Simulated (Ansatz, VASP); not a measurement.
**Si2Mo: VASP beside Ansatz**

The input INCAR:

```
SYSTEM = Si2Mo
PREC = Accurate
ENCUT = 520
EDIFF = 1E-7
ISMEAR = 0
SIGMA = 0.15
LREAL = .FALSE.
LASPH = .TRUE.
NELM = 100
ALGO = Normal
ISIF = 2
LWAVE = .FALSE.
LCHARG = .FALSE.
GGA = PS
NBANDS = 18
```

File KPOINTS:

```
regular mesh
0
G
  20 20 20
  0 0 0
```

File POSCAR:

```
Si2Mo
1.0
   -1.5950350850      1.5950350850      3.6760504817
    1.5950350850     -1.5950350850      3.6760504817
    1.5950350850      1.5950350850     -3.6760504817
Si Mo
2 1
Direct
    0.3350596647      0.3350596647      0.0000000000
    0.6649403353      0.6649403353      0.0000000000
    0.0000000000      0.0000000000      0.0000000000
```

Input for Ansatz:

```yaml
crystal:
  lattice:
    - [-1.595035085, 1.595035085, 3.6760504817]
    - [1.595035085, -1.595035085, 3.6760504817]
    - [1.595035085, 1.595035085, -3.6760504817]
  atoms:
    - { symbol: Si, position: [0.3350596647, 0.3350596647, 0.0] }
    - { symbol: Si, position: [0.6649403353, 0.6649403353, 0.0] }
    - { symbol: Mo, position: [0.0, 0.0, 0.0] }
basis:
  ecutwfc: 420
kpoints:
  mp_grid: { grid: [20, 20, 20] }
hamiltonian:
  xc: pbesol
scf:
  occupations: { method: gaussian, width: 0.15 }
output:
  forces: true
  stress: true
  eigenvalues: true
  write_density: true
  write_potential: true
  elf: true
  volumetric_format: npy
```

Change from the starting cell: strain -0.0600 x Voigt [0, 0, 1, 0, 0, 0], atoms carried along.

Alike in both runs: task single point; functional PBEsol; k mesh 20 × 20 × 20; occupations gaussian, width 0.15 eV; no spin polarisation.

|  | VASP | Ansatz |
| --- | --- | --- |
| version | VASP 6.6.1 | Ansatz 0.2.0 |
| potentials or method | VASP PAW PBE potentials, release 64 (Si, Mo_sv), cutoff 520 eV | scalar-relativistic, plane waves, PAW |
| valence electrons in the cell | 22 | 22 |

VASP gave:

```
gap on the k mesh at the Fermi level (eV)                     : none
pressure (GPa)                                                : 18.8
traceless stress, the component that is largest in VASP (GPa) : 22.74
rms of the force components (eV/Å)                            : 0.071
```

Problem. Which values does Ansatz return?

Solution. gap on the k mesh at the Fermi level (eV): none; pressure (GPa): 18.3; traceless stress, the component that is largest in VASP (GPa): 22.69; rms of the force components (eV/Å): 0.071.

VASP's potentials were made for PBE, not for PBEsol. Atom by atom the forces differ by 0.000 eV/Å (rms over components). A gap of «none» marks a metal or a gap that the smearing closes.
